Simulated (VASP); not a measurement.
Input of a VASP 6.6.1 run:

File INCAR:

```
ALGO = Fast
EDIFF = 1E-6
ENCUT = 520
GGA = PE
ISIF = 2
ISMEAR = 0
LASPH = T
LCHARG = F
LREAL = F
LWAVE = F
NBANDS = 18
NELM = 60
PREC = Accurate
SIGMA = 0.15
```

Contents of KPOINTS:

```
k-points
0
Gamma
  12 12 12
```

Contents of POSCAR:

```
ScAl3
1.0
    4.1053305968      0.0000000000      0.0000000000
    0.0000000000      4.1053305968      0.1796082136
    0.0000000000      0.1796082136      4.1053305968
Sc Al
1 3
Direct
    0.0000000000      0.0000000000      0.0000000000
    0.5000000000      0.0000000000      0.5000000000
    0.0000000000      0.5000000000      0.5000000000
    0.5000000000      0.5000000000      0.0000000000
```

Potentials or basis: VASP PAW PBE potentials, release 64 (Sc_sv, Al).

Launch:

```bash
$ cat potpaw_PBE.64/Sc_sv/POTCAR potpaw_PBE.64/Al/POTCAR > POTCAR
$ mpirun -np 1 vasp_std > vasp.out
```

Problem. Estimate the band gap on the k mesh.

Solution. Zero (bands 10 and 11 overlap by 3.46 eV).

Problem. Predict the pressure.

Solution. 1.0 GPa.

Stress tensor (GPa, compression positive):
```
-0.15  0.00  0.00
 0.00  1.59 -6.26
 0.00 -6.26  1.59
```

Caveat: the cell differs from its parent crystal (strain +0.0875 x Voigt [0, 0, 0, 1, 0, 0]).
